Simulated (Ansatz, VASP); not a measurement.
Ti: VASP beside Ansatz

File INCAR:

```
SYSTEM = Ti
PREC     = Accurate       ! precision mode
ENCUT    = 520            ! plane-wave cutoff, eV
EDIFF    = 1E-7           ! SCF threshold, eV
ISMEAR   = -1             ! smearing method
SIGMA    = 0.05           ! smearing width, eV
LREAL    = .FALSE.        ! projectors in reciprocal space
LASPH    = .TRUE.         ! aspherical terms in the spheres
NELM     = 80             ! most SCF steps
ALGO     = Normal         ! electronic algorithm
ISIF     = 2              ! what is computed and relaxed
LWAVE    = .FALSE.        ! write WAVECAR
LCHARG   = .TRUE.         ! write CHGCAR
LELF     = .TRUE.         ! ELF
LVHAR    = .TRUE.       
NBANDS   = 12             ! bands
```

Contents of KPOINTS:

```
Automatic mesh
0
G
  14 14 14
  0 0 0
```

POSCAR

```
Ti
1.0
    0.0000000000      2.0300000000      2.0706000000
    2.0300000000      0.0000000000      2.0706000000
    2.0300000000      2.0300000000      0.0000000000
Ti
1
Direct
    0.0000000000      0.0000000000      0.0000000000
```

Input for Ansatz:

```yaml
crystal:
  lattice:
    - [0.0, 2.03, 2.0706]
    - [2.03, 0.0, 2.0706]
    - [2.03, 2.03, 0.0]
  atoms:
    - { symbol: Ti, position: [0.0, 0.0, 0.0] }
kpoints:
  mp_grid: { grid: [14, 14, 14] }
  band_path:
    path:
      - [0.0, 0.0, 0.0]
      - [0.0, 0.5, 0.5]
      - [0.25, 0.75, 0.5]
      - [0.0, 0.5, 0.0]
      - [0.0, 0.0, 0.0]
      - [0.5, 0.5, 0.0]
      - [0.3701460977, 0.6298539023, 0.0]
      - [-0.3701460977, 0.3701460977, 0.0]
      - [0.0, 0.0, 0.0]
    npoints: 5
scf:
  occupations: { method: fermi_dirac, width: 0.05 }
hamiltonian:
  xc: lda
  pseudopotentials: { kind: all_electron, lapw: { basis_error: 0.00025 } }
output:
  forces: true
  stress: true
  eigenvalues: true
```

Change from the starting cell: zz strain of +2 %.

Alike in both runs: task single point; functional LDA; k mesh 14 × 14 × 14; occupations fermi-dirac, width 0.05 eV; no spin polarisation.

```csv
,VASP,Ansatz
version,VASP 6.6.1,Ansatz 0.2.0
potentials or method,"VASP PAW LDA potentials, release 64 (Ti_sv), cutoff 520 eV","all-electron LAPW, scalar-relativistic"
```

```tsv
	VASP	Ansatz	Ansatz less VASP
pressure (GPa)	-7.0	-6.9	+0.11
traceless stress, the component that is largest in VASP (GPa)	-0.34	-0.34	+0.002
```

LDA's correlation is that of Perdew and Zunger in VASP and of Perdew and Wang (1992) in Ansatz. Ansatz ran all-electron here, and VASP with PAW potentials.
